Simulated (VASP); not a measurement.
# TiO2 (P4_2/mnm) in VASP: notebook

The runs below take TiO2 through single point, with PBE+D4, PBE, PBEsol+D3(BJ).

Everything below comes from runs of VASP 6.6.1. Logs are shortened: lines on timing, memory, paths and dates and some standing lists are left out, and cuts for length are marked.

## Step 1: The cell of the first run

Symmetry: P4_2/mnm, No. 136, tetragonal system. Conventional cell: a = 4.630 Å, b = 4.630 Å, c = 2.979 Å, α = 90.00°, β = 90.00°, γ = 90.00°. Within 2.6 Å of Ti (site symmetry mmm) lie 6 O at 1.96 to 1.99 Å. Within 2.6 Å of O (site symmetry m2m) lie 3 Ti at 1.96 to 1.99 Å and 1 O at 2.56 Å.

## Step 2: Single point, PBE+D4

File INCAR:

```
ALGO     = Normal         # electronic algorithm
EDIFF    = 1E-6           # SCF threshold, eV
ENCUT    = 520            # plane-wave cutoff, eV
GGA      = PE             # functional
ISIF     = 2              # what is computed and relaxed
ISMEAR   = -1             # smearing method
IVDW     = 13             # dispersion correction
LASPH    = T              # aspherical terms in the spheres
LCHARG   = F              # write CHGCAR
LREAL    = F              # projectors in reciprocal space
LWAVE    = F              # write WAVECAR
NBANDS   = 33             # bands
NELM     = 100            # most SCF steps
PREC     = Accurate       # precision mode
SIGMA    = 0.05           # smearing width, eV
```

File KPOINTS:

```
k-points
0
Gamma
  6 6 9
```

File POSCAR:

```
TiO2
1.0
    4.6303007105      0.0000000000      0.0000000000
    0.0000000000      4.6303007105      0.0000000000
    0.0000000000      0.0000000000      2.9788115719
Ti O
2 4
Direct
    0.0000000000      0.0000000000      0.5000000000
    0.5000000000      0.5000000000      0.0000000000
    0.3043213200      0.3043213200      0.5000000000
    0.1956786800      0.8043213200      0.0000000000
    0.8043213200      0.1956786800      0.0000000000
    0.6956786800      0.6956786800      0.5000000000
```

Potentials or basis: VASP PAW PBE potentials, release 64 (Ti_sv, O).

On the command line:

```sh
> cat potpaw_PBE.64/Ti_sv/POTCAR potpaw_PBE.64/O/POTCAR > POTCAR
> mpirun -np 1 vasp_std > vasp.out
```

OUTCAR:

```text
EDIFF = 1E-6
   ENCUT = 520
   GGA = PE
   ISIF = 2
   ISMEAR = -1
   IVDW = 13
   LASPH = T
   LREAL = F
   NELM = 100
   PREC = Accurate

 ion  position               nearest neighbor table
   1  0.000  0.000  0.500-   4 1.96   5 1.96   4 1.96   5 1.96   3 1.99   6 1.99
   2  0.500  0.500  0.000-   3 1.96   6 1.96   3 1.96   6 1.96   5 1.99   4 1.99
   3  0.304  0.304  0.500-   2 1.96   2 1.96   1 1.99
   4  0.196  0.804  0.000-   1 1.96   1 1.96   2 1.99
   5  0.804  0.196  0.000-   1 1.96   1 1.96   2 1.99
   6  0.696  0.696  0.500-   2 1.96   2 1.96   1 1.99

  LATTYP: Found a simple tetragonal cell.
 ALAT       =     4.6303007105
 C/A-ratio  =     0.6433300466

  Lattice vectors:

 A1 = (   4.6303007105,   0.0000000000,   0.0000000000)
 A2 = (   0.0000000000,   4.6303007105,   0.0000000000)
 A3 = (   0.0000000000,   0.0000000000,   2.9788115719)

Analysis of symmetry for initial positions (statically):
=====================================================================
 Subroutine PRICEL returns:
 Original cell was already a primitive cell.

 Routine SETGRP: Setting up the symmetry group for a
 simple tetragonal supercell.

 Subroutine GETGRP returns: Found 16 space group operations
 (whereof  8 operations were pure point group operations)
 out of a pool of 16 trial point group operations.

The static configuration has the point symmetry D_2h.
 The point group associated with its full space group is D_4h.

Analysis of symmetry for dynamics (positions and initial velocities):
=====================================================================
 Subroutine PRICEL returns:
 Original cell was already a primitive cell.

 Routine SETGRP: Setting up the symmetry group for a
 simple tetragonal supercell.

 Subroutine GETGRP returns: Found 16 space group operations
 (whereof  8 operations were pure point group operations)
 out of a pool of 16 trial point group operations.

The dynamic configuration has the point symmetry D_2h.
 The point group associated with its full space group is D_4h.

 Subroutine INISYM returns: Found 16 space group operations
 (whereof  8 operations are pure point group operations),
 and found     1 'primitive' translations

----------------------------------------------------------------------------------------

                                     Primitive cell

  volume of cell :      63.8648

  direct lattice vectors                    reciprocal lattice vectors
     4.630300711  0.000000000  0.000000000     0.215968695  0.000000000  0.000000000
     0.000000000  4.630300711  0.000000000     0.000000000  0.215968695  0.000000000
     0.000000000  0.000000000  2.978811572     0.000000000  0.000000000  0.335704349

  length of vectors
     4.630300711  4.630300711  2.978811572     0.215968695  0.215968695  0.335704349

  position of ions in fractional coordinates (direct lattice)
     0.000000000  0.000000000  0.500000000
     0.500000000  0.500000000  0.000000000
     0.304321320  0.304321320  0.500000000
     0.195678680  0.804321320  0.000000000
     0.804321320  0.195678680  0.000000000
     0.695678680  0.695678680  0.500000000

  ion indices of the primitive-cell ions
   primitive index   ion index
                 1           1
                 2           2
                 3           3
                 4           4
                 5           5
                 6           6

----------------------------------------------------------------------------------------

 KPOINTS: k-points

Automatic generation of k-mesh.
 Grid dimensions read from file:
 generate k-points for:    6    6    9

 Generating k-lattice:

  Cartesian coordinates                     Fractional coordinates (reciprocal lattice)
     0.035994782  0.000000000  0.000000000     0.166666667  0.000000000  0.000000000
     0.000000000  0.035994782  0.000000000     0.000000000  0.166666667  0.000000000
     0.000000000  0.000000000  0.037300483     0.000000000  0.000000000  0.111111111

  Length of vectors
     0.035994782  0.035994782  0.037300483

  Shift w.r.t. Gamma in fractional coordinates (k-lattice)
     0.000000000  0.000000000  0.000000000

 Subroutine IBZKPT returns following result:
 ===========================================

 Found     50 irreducible k-points:

 Following reciprocal coordinates:
            Coordinates               Weight
  0.000000  0.000000  0.000000      1.000000
  0.166667  0.000000  0.000000      4.000000
  0.333333  0.000000  0.000000      4.000000
  0.500000  0.000000  0.000000      2.000000
  0.166667  0.166667  0.000000      4.000000
  0.333333  0.166667  0.000000      8.000000
[... 16 lines left out ...]
  0.333333  0.000000  0.222222      8.000000
  0.500000  0.000000  0.222222      4.000000
 [... further k-points ...]
   k-points           NKPTS =     50   k-points in BZ     NKDIM =     50   number of bands    NBANDS=     33
   number of dos      NEDOS =    301   number of ions     NIONS =      6
   total plane-waves  NPLWV =  31104
   dimension x,y,z NGX =    36 NGY =   36 NGZ =   24
   dimension x,y,z NGXF=    72 NGYF=   72 NGZF=   48
   ions per type =               2   4
   NGX,Y,Z   is equivalent  to a cutoff of  12.93, 12.93, 13.39 a.u.
   NGXF,Y,Z  is equivalent  to a cutoff of  25.85, 25.85, 26.79 a.u.
 SYSTEM =  unknown system
   PREC   = accura    normal or accurate (medium, high low for compatibility)
   ISTART =      0    job   : 0-new  1-cont  2-samecut
   ICHARG =      2    charge: 1-file 2-atom 10-const
   ISPIN  =      1    spin polarized calculation?
   LNONCOLLINEAR =      F non collinear calculations
   LSORBIT =      F    spin-orbit coupling
   LASPH  =      T    aspherical Exc in radial PAW
   ENCUT  =  520.0 eV  38.22 Ry    6.18 a.u.   8.61  8.61  5.54*2*pi/ulx,y,z
   NELM   =    100;   NELMIN=  2; NELMDL= -5     # of ELM steps
   EDIFF  = 0.1E-05   stopping-criterion for ELM
   LREAL  =      F    real-space projection
   EDIFFG = 0.1E-04   stopping-criterion for IOM
   NSW    =      0    number of steps for IOM
   IBRION =     -1    ionic relax: 0-MD 1-quasi-New 2-CG
   NFREE  =      0    steps in history (QN), initial steepest desc. (CG)
   ISIF   =      2    stress and relaxation
   ISYM   =      2    0-nonsym 1-usesym 2-fastsym
   POTIM  = 0.5000    time-step for ionic-motion
   TEBEG  =    0.0;   TEEND  =   0.0 temperature during run
   PSTRESS=    0.0 pullay stress
   NELECT =      48.0000    total number of electrons
   NUPDOWN=      -1.0000    fix difference up-down
   EMIN   =  10.00;   EMAX   =-10.00  energy-range for DOS
   EFERMI =   0.00;   METHOD = LEGACY
   ISMEAR =    -1;   SIGMA  =   0.05  broadening in eV -4-tet -1-fermi 0-gaus
   EFERMI_NEDOS =   21; number of points for ismear=-14 and -15
   IALGO  =     38    algorithm
   IMIX   =      4    mixing-type and parameters
     AMIX     =   0.40;   BMIX     =  1.00
     AMIX_MAG =   1.60;   BMIX_MAG =  1.00
  volume/ion in A,a.u.               =      10.64        71.83
  Fermi-wavevector in a.u.,A,eV,Ry     =   1.488452  2.812766 30.143554  2.215489
  Thomas-Fermi vector in A             =   2.601485
   LORBIT       =      0    0 simple, 1 ext, 2 COOP (PROOUT), +10 PAW based schemes
   GGA     = PE    functional components
   LHFCALC =     F    Hartree Fock is set to
   AEXX    =    0.0000 exact exchange contribution
   IVDW    =    13    specifies the selected vdW correction
   LEPSILON=     F    determine dielectric tensor
   LRPA    =     F    only Hartree local field effects (RPA)
 non-spin polarized calculation
  energy-cutoff  :      520.00
  volume of cell :       63.86
 maximum number of plane-waves:      1740
 NGX is ok and might be reduce to    36
   NGX = 17   NGY = 17   NGZ = 11

 number of electron      48.0000022 magnetization

 Free energy of the ion-electron system (eV)
  ---------------------------------------------------
  ext. energy  EPLUGINS =         0.00000000
  ---------------------------------------------------
  free energy    TOTEN  =       -53.67419158 eV

  energy without entropy =      -53.67419158  energy(sigma->0) =      -53.67419158

 E-fermi :   5.5006     XC(G=0): -11.2925

 val. band max:        4.6270314088   @ k =   0.0000   0.0000   0.0000
 cond. band min:       6.4175614857   @ k =   0.0000   0.0000   0.0000
 fundamental gap:      1.7905300769
 Fermi energy:         5.5006400464

 k-point     1 :       0.0000    0.0000    0.0000
  band No.  band energies     occupation
      1     -52.3841      2.00000
      2     -52.3689      2.00000
      3     -28.6695      2.00000
      4     -28.6695      2.00000
      5     -28.5199      2.00000
      6     -28.5199      2.00000
[... 25 lines left out ...]
     32      11.0025      0.00000
     33      11.0026      0.00000

 k-point     2 :       0.1667    0.0000    0.0000
  band No.  band energies     occupation
      1     -52.3831      2.00000
      2     -52.3700      2.00000
      3     -28.6616      2.00000
      4     -28.6609      2.00000
      5     -28.5295      2.00000
      6     -28.5287      2.00000
[... 25 lines left out ...]
     32      10.9125      0.00000
     33      10.9316      0.00000

 k-point     3 :       0.3333    0.0000    0.0000
  band No.  band energies     occupation
      1     -52.3803      2.00000
      2     -52.3727      2.00000
      3     -28.6406      2.00000
      4     -28.6387      2.00000
      5     -28.5534      2.00000
      6     -28.5515      2.00000
[... 25 lines left out ...]
     32      10.7322      0.00000
     33      10.7691      0.00000

 k-point     4 :       0.5000    0.0000    0.0000
  band No.  band energies     occupation
      1     -52.3765      2.00000
      2     -52.3765      2.00000
      3     -28.6224      2.00000
      4     -28.6224      2.00000
      5     -28.5705      2.00000
      6     -28.5705      2.00000
[... 25 lines left out ...]
     32      10.5015      0.00000
     33      10.6586      0.00000

 k-point     5 :       0.1667    0.1667    0.0000
  band No.  band energies     occupation
      1     -52.3822      2.00000
      2     -52.3708      2.00000
      3     -28.6723      2.00000
      4     -28.6375      2.00000
      5     -28.5540      2.00000
      6     -28.5182      2.00000
[... 604 lines left out ...]
 k-point    22 :       0.1667    0.0000    0.2222
  band No.  band energies     occupation
      1     -52.3665      2.00000
      2     -52.3565      2.00000
      3     -28.6574      2.00000
      4     -28.6362      2.00000
      5     -28.6153      2.00000
      6     -28.6109      2.00000
[... 25 lines left out ...]
     32      10.2366      0.00000
     33      10.4795      0.00000

 k-point    23 :       0.3333    0.0000    0.2222
  band No.  band energies     occupation
      1     -52.3644      2.00000
      2     -52.3586      2.00000
      3     -28.6615      2.00000
      4     -28.6469      2.00000
      5     -28.5977      2.00000
      6     -28.5889      2.00000
[... 25 lines left out ...]
     32       9.8340      0.00000
     33      10.5585      0.00000

 k-point    24 :       0.5000    0.0000    0.2222
  band No.  band energies     occupation
      1     -52.3615      2.00000
      2     -52.3615      2.00000
      3     -28.6571      2.00000
      4     -28.6571      2.00000
      5     -28.5808      2.00000
      6     -28.5808      2.00000
[... 25 lines left out ...]
     32       9.6622      0.00000
     33      10.9694      0.00000

 [... further k-points ...]

------------------------ aborting loop because EDIFF is reached ----------------------------------------

  DFT-D4 for vdW energy calculation

  Edisp (eV):   -1.20792

  FORCE on cell =-STRESS in cart. coord.  units (eV):
  Direction    XX          YY          ZZ          XY          YZ          ZX
  --------------------------------------------------------------------------------------
  -------------------------------------------------------------------------------------
  Total      -1.20815    -1.20815    -1.86365     0.00000     0.00000     0.00000
  in kB     -30.30896   -30.30896   -46.75337     0.00000     0.00000     0.00000
  external pressure =      -35.79 kB  Pullay stress =        0.00 kB

 VOLUME and BASIS-vectors are now :
 -----------------------------------------------------------------------------
  energy-cutoff  :      520.00
  volume of cell :       63.86
      direct lattice vectors                 reciprocal lattice vectors
     4.630300711  0.000000000  0.000000000     0.215968695  0.000000000  0.000000000
     0.000000000  4.630300711  0.000000000     0.000000000  0.215968695  0.000000000
     0.000000000  0.000000000  2.978811572     0.000000000  0.000000000  0.335704349

 POSITION                                       TOTAL-FORCE (eV/Angst)
 -----------------------------------------------------------------------------------
      0.00000      0.00000      1.48941         0.000000      0.000000      0.000000
      2.31515      2.31515      0.00000         0.000000      0.000000      0.000000
      1.40910      1.40910      1.48941         0.061920      0.061920      0.000000
      0.90605      3.72425      0.00000        -0.061920      0.061920      0.000000
      3.72425      0.90605      0.00000         0.061920     -0.061920     -0.000000
      3.22120      3.22120      1.48941        -0.061920     -0.061920     -0.000000
 -----------------------------------------------------------------------------------
    total drift:                                0.000000      0.000000      0.000000

  FREE ENERGIE OF THE ION-ELECTRON SYSTEM (eV)
  ---------------------------------------------------
  free  energy   TOTEN  =       -54.8821127973 eV

  energy  without entropy=      -54.8821127964  energy(sigma->0) =      -54.88211280
```

Run time: 44 s. Hardware: 1 thread of Intel Xeon 6975P-C (Granite Rapids), shared host; peak memory 0.22 GiB.

What came out:

```yaml
Free_energy: -54.8821 eV
Pressure: -3.6 GPa
Largest_force: 0.088 eV/Å
Band_gap_on_the_k_mesh: 1.79 eV
Dispersion_energy_per_atom: -0.201 eV
```

Forces on the atoms (eV/Å):
```
Ti   0.000  0.000  0.000
Ti   0.000  0.000  0.000
O    0.062  0.062  0.000
O   -0.062  0.062  0.000
O    0.062 -0.062  0.000
O   -0.062 -0.062  0.000
```

Stress tensor (GPa, compression positive):
```
-3.03  0.00  0.00
 0.00 -3.03  0.00
 0.00  0.00 -4.68
```

Caveat: the cell stands under tension; an odd mesh through Γ misses points on the zone boundary, where band edges can lie.

[end of part 1 of 2]
